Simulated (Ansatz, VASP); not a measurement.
Given: the input of a run of VASP 6.6.1 on Te.

The input POSCAR:

```
Te
1.0
    4.4540000000      0.0000000000      0.0000000000
   -2.2270000000      3.8572771485      0.0000000000
    0.0000000000      0.0000000000      5.9240000000
Te
3
Direct
    0.7310000000      0.7310000000      0.0000000000
    0.0000000000      0.2690000000      0.6666666667
    0.2690000000      0.0000000000      0.3333333333
```

Contents of INCAR.step1:

```
  ALGO = Normal
  EDIFF = 1E-5
  ENCUT = 520
  GGA = PE
  ISIF = 2
  ISMEAR = -1
  LASPH = True
  LCHARG = False
  LREAL = False
  LWAVE = True
  NBANDS = 16
  NELM = 80
  PREC = Accurate
  SIGMA = 0.05
```

The input INCAR.step2:

```
  AEXX = 0.1
  ALGO = Normal
  EDIFF = 1E-7
  ENCUT = 520
  GGA = PE
  HFSCREEN = 0.2078699
  ISIF = 2
  ISMEAR = -1
  ISTART = 1
  LASPH = True
  LCHARG = False
  LHFCALC = True
  LREAL = False
  LWAVE = False
  NBANDS = 16
  NELM = 80
  PREC = Accurate
  PRECFOCK = Normal
  SIGMA = 0.05
```

File KPOINTS:

```
k-points
0
Gamma
  4 4 3
```

Potentials or basis: VASP PAW PBE potentials, release 64 (Te).

Launch:

```console
$ cat potpaw_PBE.64/Te/POTCAR > POTCAR
$ cp INCAR.step1 INCAR
$ mpirun -np 1 vasp_std > vasp.out
$ cp INCAR.step2 INCAR
$ mpirun -np 1 vasp_std > vasp.out
```

Problem. Translate it to Ansatz 0.2.0. Potentials there: Ansatz PAW.

Solution. As run (the cutoff follows the program's own potentials):

File input.yaml:

```yaml
crystal:
  lattice:
    - [4.454, 0.0, 0.0]
    - [-2.227, 3.8572771485, 0.0]
    - [0.0, 0.0, 5.924]
  atoms:
    - { symbol: Te, position: [0.731, 0.731, 0.0] }
    - { symbol: Te, position: [0.0, 0.269, 0.6666666667] }
    - { symbol: Te, position: [0.269, 0.0, 0.3333333333] }
hamiltonian:
  xc:
    exchange: pbe
    correlation: pbe
    exx: { coeff: 0.1, omega: 0.2078699 }
  pseudopotentials: { kind: paw }
kpoints:
  mp_grid: { grid: [4, 4, 3] }
scf:
  occupations: { method: fermi_dirac, width: 0.05 }
output:
  forces: true
  stress: true
  eigenvalues: true
```

Potentials or basis: Ansatz PAW.

The run is started by

```bash
$ ansatz run input.yaml --threads 2 --pin off --max-ram 5632MiB --backend cpu --events-out ev --progress --plain --runs-dir out
```

Both were run:

|  | VASP | Ansatz | Ansatz less VASP |
| --- | --- | --- | --- |
| gap on the k mesh at the Fermi level (eV) | 0.97 | 0.97 | +0.008 |
| least direct gap on the mesh (eV) | 1.17 | 1.19 | +0.013 |
| pressure (GPa) | 0.7 | 0.9 | +0.16 |
| traceless stress, the component that is largest in VASP (GPa) | -0.29 | -0.25 | +0.036 |
| rms of the force components (eV/Å) | 0.020 | 0.021 | +0.0009 |

VASP's potentials were made for PBE, not for PBE-based screened hybrid. Atom by atom the forces differ by 0.001 eV/Å (rms over components). VASP's potentials hold 18 valence electrons a cell and Ansatz's 48, so a difference there can come from the potentials and not from the codes.

Neither program's run includes spin-orbit coupling. Noted on Ansatz's run: odd divisions of the mesh miss points on the zone boundary, where band edges often lie, so the gap on the mesh can be too wide.
